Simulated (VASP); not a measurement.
# InSe2 (P4/nmm) in VASP: notebook, part 2 of 2

VASP 6.6.1. Earlier steps stand in the parts before.

### Step 3. Single point, PBEsol

INCAR reads:

```
PREC = Accurate
ENCUT = 520
EDIFF = 1E-7
ISMEAR = 0
SIGMA = 0.1
LREAL = False
LASPH = True
NELM = 80
ALGO = Normal
ISIF = 2
LWAVE = False
LCHARG = False
GGA = PS
NBANDS = 34
```

KPOINTS reads:

```
Automatic mesh
0
Gamma
  5 5 2
```

POSCAR reads:

```
InSe2
1.0
    3.8948930000      0.0000000000      0.0000000000
    0.0000000000      3.8948930000      0.0000000000
    0.0000000000      0.0000000000      9.6262310000
In Se
2 4
Direct
    0.0000000000      0.5000000000      0.7064680000
    0.5000000000      0.0000000000      0.2935320000
    0.0000000000      0.5000000000      0.3662120000
    0.5000000000      0.0000000000      0.6337880000
    0.0000000000      0.0000000000      0.0000000000
    0.5000000000      0.5000000000      0.0000000000
```

Potentials or basis: VASP PAW PBE potentials, release 64 (In_d, Se).

The run is started by

```console
cat potpaw_PBE.64/In_d/POTCAR potpaw_PBE.64/Se/POTCAR > POTCAR
mpirun -np 1 vasp_std > vasp.out
```

OUTCAR:

```text
PREC = Accurate
   ENCUT = 520
   EDIFF = 1E-7
   ISMEAR = 0
   LREAL = False
   LASPH = True
   NELM = 80
   ISIF = 2
   GGA = PS

 ion  position               nearest neighbor table
   1  0.000  0.500  0.706-   4 2.84   4 2.84   4 2.84   4 2.84   3 3.28
   2  0.500  0.000  0.294-   3 2.84   3 2.84   3 2.84   3 2.84   4 3.28
   3  0.000  0.500  0.366-   2 2.84   2 2.84   2 2.84   2 2.84   1 3.28
   4  0.500  0.000  0.634-   1 2.84   1 2.84   1 2.84   1 2.84   2 3.28
   5  0.000  0.000  0.000-   6 2.75   6 2.75   6 2.75   6 2.75
   6  0.500  0.500  0.000-   5 2.75   5 2.75   5 2.75   5 2.75

  LATTYP: Found a simple tetragonal cell.
 ALAT       =     3.8948930000
 C/A-ratio  =     2.4715007575

  Lattice vectors:

 A1 = (   3.8948930000,   0.0000000000,   0.0000000000)
 A2 = (   0.0000000000,   3.8948930000,   0.0000000000)
 A3 = (   0.0000000000,   0.0000000000,   9.6262310000)

Analysis of symmetry for initial positions (statically):
=====================================================================
 Subroutine PRICEL returns:
 Original cell was already a primitive cell.

 Routine SETGRP: Setting up the symmetry group for a
 simple tetragonal supercell.

 Subroutine GETGRP returns: Found 16 space group operations
 (whereof  8 operations were pure point group operations)
 out of a pool of 16 trial point group operations.

The static configuration has the point symmetry D_2d.
 The point group associated with its full space group is D_4h.

Analysis of symmetry for dynamics (positions and initial velocities):
=====================================================================
 Subroutine PRICEL returns:
 Original cell was already a primitive cell.

 Routine SETGRP: Setting up the symmetry group for a
 simple tetragonal supercell.

 Subroutine GETGRP returns: Found 16 space group operations
 (whereof  8 operations were pure point group operations)
 out of a pool of 16 trial point group operations.

The dynamic configuration has the point symmetry D_2d.
 The point group associated with its full space group is D_4h.

 Subroutine INISYM returns: Found 16 space group operations
 (whereof  8 operations are pure point group operations),
 and found     1 'primitive' translations

----------------------------------------------------------------------------------------

                                     Primitive cell

  volume of cell :     146.0318

  direct lattice vectors                    reciprocal lattice vectors
     3.894893000  0.000000000  0.000000000     0.256746463  0.000000000  0.000000000
     0.000000000  3.894893000  0.000000000     0.000000000  0.256746463  0.000000000
     0.000000000  0.000000000  9.626231000     0.000000000  0.000000000  0.103882818

  length of vectors
     3.894893000  3.894893000  9.626231000     0.256746463  0.256746463  0.103882818

  position of ions in fractional coordinates (direct lattice)
     0.000000000  0.500000000  0.706468000
     0.500000000  0.000000000  0.293532000
     0.000000000  0.500000000  0.366212000
     0.500000000  0.000000000  0.633788000
     0.000000000  0.000000000  0.000000000
     0.500000000  0.500000000  0.000000000

  ion indices of the primitive-cell ions
   primitive index   ion index
                 1           1
[... 38 lines left out ...]
  0.400000  0.200000  0.000000      8.000000
  0.400000  0.400000  0.000000      4.000000
  0.000000  0.000000  0.500000      1.000000
  0.200000  0.000000  0.500000      4.000000
  0.400000  0.000000  0.500000      4.000000
  0.200000  0.200000  0.500000      4.000000
  0.400000  0.200000  0.500000      8.000000
  0.400000  0.400000  0.500000      4.000000
   k-points           NKPTS =     12   k-points in BZ     NKDIM =     12   number of bands    NBANDS=     34
   number of dos      NEDOS =    301   number of ions     NIONS =      6
   total plane-waves  NPLWV =  64800
   dimension x,y,z NGX =    30 NGY =   30 NGZ =   72
   dimension x,y,z NGXF=    60 NGYF=   60 NGZF=  144
   ions per type =               2   4
   NGX,Y,Z   is equivalent  to a cutoff of  12.80, 12.80, 12.43 a.u.
   NGXF,Y,Z  is equivalent  to a cutoff of  25.61, 25.61, 24.87 a.u.
 SYSTEM =  unknown system
   PREC   = accura    normal or accurate (medium, high low for compatibility)
   ISTART =      0    job   : 0-new  1-cont  2-samecut
   ICHARG =      2    charge: 1-file 2-atom 10-const
   ISPIN  =      1    spin polarized calculation?
   LNONCOLLINEAR =      F non collinear calculations
   LSORBIT =      F    spin-orbit coupling
   LASPH  =      T    aspherical Exc in radial PAW
   ENCUT  =  520.0 eV  38.22 Ry    6.18 a.u.   7.24  7.24 17.90*2*pi/ulx,y,z
   NELM   =     80;   NELMIN=  2; NELMDL= -5     # of ELM steps
   EDIFF  = 0.1E-06   stopping-criterion for ELM
   LREAL  =      F    real-space projection
   EDIFFG = 0.1E-05   stopping-criterion for IOM
   NSW    =      0    number of steps for IOM
   IBRION =     -1    ionic relax: 0-MD 1-quasi-New 2-CG
   NFREE  =      0    steps in history (QN), initial steepest desc. (CG)
   ISIF   =      2    stress and relaxation
   ISYM   =      2    0-nonsym 1-usesym 2-fastsym
   POTIM  = 0.5000    time-step for ionic-motion
   TEBEG  =    0.0;   TEEND  =   0.0 temperature during run
   PSTRESS=    0.0 pullay stress
   NELECT =      50.0000    total number of electrons
   NUPDOWN=      -1.0000    fix difference up-down
   EMIN   =  10.00;   EMAX   =-10.00  energy-range for DOS
   EFERMI =   0.00;   METHOD = LEGACY
   ISMEAR =     0;   SIGMA  =   0.10  broadening in eV -4-tet -1-fermi 0-gaus
   EFERMI_NEDOS =   21; number of points for ismear=-14 and -15
   IALGO  =     38    algorithm
   IMIX   =      4    mixing-type and parameters
     AMIX     =   0.40;   BMIX     =  1.00
     AMIX_MAG =   1.60;   BMIX_MAG =  1.00
  volume/ion in A,a.u.               =      24.34       164.25
  Fermi-wavevector in a.u.,A,eV,Ry     =   1.145291  2.164286 17.846635  1.311691
  Thomas-Fermi vector in A             =   2.281980
   LORBIT       =      0    0 simple, 1 ext, 2 COOP (PROOUT), +10 PAW based schemes
   GGA     = PS    functional components
   LHFCALC =     F    Hartree Fock is set to
   AEXX    =    0.0000 exact exchange contribution
   IVDW    =     0    specifies the selected vdW correction
   LEPSILON=     F    determine dielectric tensor
   LRPA    =     F    only Hartree local field effects (RPA)
 non-spin polarized calculation
 Gauss-broadening in eV      SIGMA  =   0.10
  energy-cutoff  :      520.00
  volume of cell :      146.03
 maximum number of plane-waves:      3972
 NGX is ok and might be reduce to    30
   NGX = 15   NGY = 15   NGZ = 35

 number of electron      49.9999991 magnetization

 Free energy of the ion-electron system (eV)
  ---------------------------------------------------
  ext. energy  EPLUGINS =         0.00000000
  ---------------------------------------------------
  free energy    TOTEN  =       -22.60675377 eV

  energy without entropy =      -22.59854407  energy(sigma->0) =      -22.60264892

 E-fermi :   5.0294     XC(G=0): -10.0455

 val. band max:        4.8583136485   @ k =   0.4000   0.2000   0.0000
 cond. band min:       5.0776627507   @ k =   0.4000   0.2000   0.5000
 fundamental gap:      0.2193491022
 Fermi energy:         5.0293648352

 k-point     1 :       0.0000    0.0000    0.0000
  band No.  band energies     occupation
      1     -10.2010      2.00000
      2      -9.6913      2.00000
      3      -9.6304      2.00000
      4      -9.4931      2.00000
      5      -9.4898      2.00000
      6      -9.4525      2.00000
[... 433 lines left out ...]
     33      10.2862      0.00000
     34      10.3507      0.00000

------------------------ aborting loop because EDIFF is reached ----------------------------------------

  FORCE on cell =-STRESS in cart. coord.  units (eV):
  Direction    XX          YY          ZZ          XY          YZ          ZX
  --------------------------------------------------------------------------------------
  -------------------------------------------------------------------------------------
  Total       -3.5961093     -3.5961093     -2.4391060      0.0000000      0.0000000     -0.0000000
  in kB      -39.4544614    -39.4544614    -26.7604811      0.0000000      0.0000000     -0.0000000
  external PRESSURE =     -35.2231346 kB  Pullay stress =       0.0000000 kB

 VOLUME and BASIS-vectors are now :
 -----------------------------------------------------------------------------
  energy-cutoff  :      520.00
  volume of cell :      146.03
      direct lattice vectors                 reciprocal lattice vectors
     3.894893000  0.000000000  0.000000000     0.256746463  0.000000000  0.000000000
     0.000000000  3.894893000  0.000000000     0.000000000  0.256746463  0.000000000
     0.000000000  0.000000000  9.626231000     0.000000000  0.000000000  0.103882818

 POSITION                                       TOTAL-FORCE (eV/Angst)
 -----------------------------------------------------------------------------------
      0.00000      1.94745      6.80062        -0.000000     -0.000000     -0.061370
      1.94745      0.00000      2.82561         0.000000     -0.000000      0.061370
      0.00000      1.94745      3.52524         0.000000      0.000000      0.095630
      1.94745      0.00000      6.10099        -0.000000     -0.000000     -0.095630
      0.00000      0.00000      0.00000         0.000000     -0.000000      0.000000
      1.94745      1.94745      0.00000         0.000000      0.000000      0.000000
 -----------------------------------------------------------------------------------
    total drift:                                0.000000      0.000000      0.000000

  FREE ENERGIE OF THE ION-ELECTRON SYSTEM (eV)
  ---------------------------------------------------
  free  energy   TOTEN  =       -22.6067537676 eV

  energy  without entropy=      -22.5985440673  energy(sigma->0) =      -22.60264892
```

OSZICAR:

```text
N       E                     dE             d eps       ncg     rms          rms(c)
DAV:   1     0.446884424356E+03    0.44688E+03   -0.22214E+04   816   0.159E+03
DAV:   2     0.382859896161E+02   -0.40860E+03   -0.39015E+03   824   0.389E+02
DAV:   3    -0.203299178782E+02   -0.58616E+02   -0.56132E+02  1092   0.148E+02
DAV:   4    -0.230951839132E+02   -0.27653E+01   -0.27336E+01   984   0.313E+01
DAV:   5    -0.231791943350E+02   -0.84010E-01   -0.83896E-01  1150   0.612E+00    0.709E+00
DAV:   6    -0.226472177780E+02    0.53198E+00   -0.73634E-01  1148   0.153E+01    0.412E+00
DAV:   7    -0.226124912869E+02    0.34726E-01   -0.41649E-01  1142   0.498E+00    0.112E+00
DAV:   8    -0.226067862987E+02    0.57050E-02   -0.51244E-02  1226   0.241E+00    0.475E-01
DAV:   9    -0.226067451686E+02    0.41130E-04   -0.54428E-03   946   0.366E-01    0.155E-01
DAV:  10    -0.226067497463E+02   -0.45777E-05   -0.33765E-04  1258   0.149E-01    0.870E-02
DAV:  11    -0.226067577608E+02   -0.80145E-05   -0.73215E-05  1168   0.937E-02    0.388E-02
DAV:  12    -0.226067539337E+02    0.38271E-05   -0.82227E-06  1170   0.306E-02    0.801E-03
DAV:  13    -0.226067538609E+02    0.72869E-07   -0.20655E-06  1128   0.747E-03    0.210E-03
DAV:  14    -0.226067537676E+02    0.93204E-07   -0.15243E-07   646   0.425E-03
   1 F= -.22606754E+02 E0= -.22602649E+02  d E =-.820970E-02
```

stdout:

```text
POSCAR found type information on POSCAR InSe
 POSCAR found :  2 types and       6 ions
 scaLAPACK will be used
 -----------------------------------------------------------------------------
|                                                                             |
|                                                                             |
|     You enforced a specific xc type in the INCAR file but a different       |
|     I HOPE YOU KNOW WHAT YOU ARE DOING!                                     |
|                                                                             |
 -----------------------------------------------------------------------------

 LDA part: xc-table for (Slater+PW92), standard interpolation
 POSCAR, INCAR and KPOINTS ok, starting setup
 FFT: planning ... GRIDC
 FFT: planning ... GRID_SOFT
 FFT: planning ... GRID
 WAVECAR not read
 entering main loop
```

It took 89 s on 1 thread of Intel Xeon 8259CL, shared host; peak memory 0.26 GiB.

Results:

```yaml
Free_energy: -22.6068 eV
Pressure: -3.5 GPa
Largest_force: 0.096 eV/Å
Band_gap_on_the_k_mesh: zero (bands 25 and 26 overlap by 1.63 eV)
```

Forces on the atoms (eV/Å):
```
In   0.000  0.000 -0.061
In   0.000  0.000  0.061
Se   0.000  0.000  0.096
Se   0.000  0.000 -0.096
Se   0.000  0.000  0.000
Se   0.000  0.000  0.000
```

Levels at points of the mesh, in eV from the Fermi level:
```csv
k point,band 23,band 24,band 25,band 26,band 27,band 28
"(0.00, 0.00, 0.00)",-1.79,-1.79,0.13,0.47,2.72,2.72
"(0.00, 0.00, 0.50)",-1.73,-1.30,0.13,0.52,1.91,2.73
```

Caveat: the cell stands under tension; the PAW data sets were made with another functional, which shifts forces and pressure a little; spin-orbit coupling is left out, which moves the levels of the heavy elements.
